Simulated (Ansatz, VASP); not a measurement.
One calculation of Cu25W, two programs

```
Cu W
1.0
     0.00000    5.34547    5.34547
     5.34547    0.00000    5.34547
     5.34547    5.34547    0.00000
Cu W
25 1
Direct
  0.99981 0.00304 0.99409
  0.99981 0.00304 0.66973
  0.99981 0.33640 0.99409
  0.99981 0.33640 0.33637
  0.00004 0.66665 0.99999
  0.99981 0.66075 0.33637
  0.99981 0.66075 0.66973
  0.33550 0.00083 0.99617
  0.33550 0.00083 0.33416
  0.33045 0.00324 0.66649
  0.33371 0.33402 0.99947
  0.33045 0.33315 0.33658
  0.33045 0.33315 0.66649
  0.33371 0.66613 0.99947
  0.33550 0.66284 0.33416
  0.33371 0.66613 0.66736
  0.66713 0.00070 0.99942
  0.66394 0.99964 0.33297
  0.66394 0.99964 0.67013
  0.66911 0.33394 0.99633
  0.66394 0.33679 0.33297
  0.66911 0.33394 0.66728
  0.66713 0.66609 0.99942
  0.66713 0.66609 0.33403
  0.66911 0.66300 0.66728
  0.00156 0.99948 0.33281
```

Alike in both runs: functional PBEsol; k mesh 4 × 4 × 4; occupations methfessel-paxton of order 1, width 0.1 eV; no spin polarisation.

Ansatz relaxed the structure, and its values are those at the end. VASP's run is a single point on that final structure, the one shown.

```csv
,VASP,Ansatz
version,VASP 6.6.1,Ansatz 0.2.0
potentials or method,"VASP PAW PBE potentials, release 64 (Cu, W_sv)","scalar-relativistic, plane waves, PAW"
plane-wave cutoff (eV),520,420
valence electrons in the cell,289,489
```

Ansatz gave:

* gap on the k mesh at the Fermi level (eV): none
* rms of the force components (eV/Å): 0.005

Question: Estimate VASP's values.

Answer: gap on the k mesh at the Fermi level (eV): none; rms of the force components (eV/Å): 0.007.

VASP's potentials were made for PBE, not for PBEsol. A gap of «none» marks a metal or a gap that the smearing closes. The functional is the same, so the differences come from potentials, cutoffs and numerics. VASP's potentials hold 289 valence electrons a cell and Ansatz's 489, so a difference there can come from the potentials and not from the codes.

Neither program's run includes spin-orbit coupling.
